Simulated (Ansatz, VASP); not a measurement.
# Si4B in VASP and in Ansatz

```
Si B
1.0
     4.92265    0.00000    0.00000
    -2.46132    4.26314    0.00000
     0.00000    0.00000    3.92871
Si B
4 1
Cartesian
  2.4613 0.0000 0.0000
  -1.2307 2.1316 0.0000
  1.2307 2.1316 0.0000
  0.0000 0.0000 1.9644
  0.0000 0.0000 0.0000
```

Alike in both runs: functional PBE; k mesh 12 × 12 × 10; occupations gaussian, width 0.1 eV; no spin polarisation.

Ansatz relaxed the structure, and its values are those at the end. VASP's run is a single point on that final structure, the one shown.

|  | VASP | Ansatz |
| --- | --- | --- |
| version | VASP 6.6.1 | Ansatz 0.2.0 |
| potentials or method | VASP PAW PBE potentials, release 64 (Si, B), cutoff 520 eV | scalar-relativistic, plane waves, PAW |
| valence electrons in the cell | 19 | 19 |

|  | VASP | Ansatz | Ansatz less VASP |
| --- | --- | --- | --- |
| gap on the k mesh at the Fermi level (eV) | none | none | - |
| pressure (GPa) | 0.0 | 0.0 | +0.04 |

A gap of «none» marks a metal or a gap that the smearing closes.
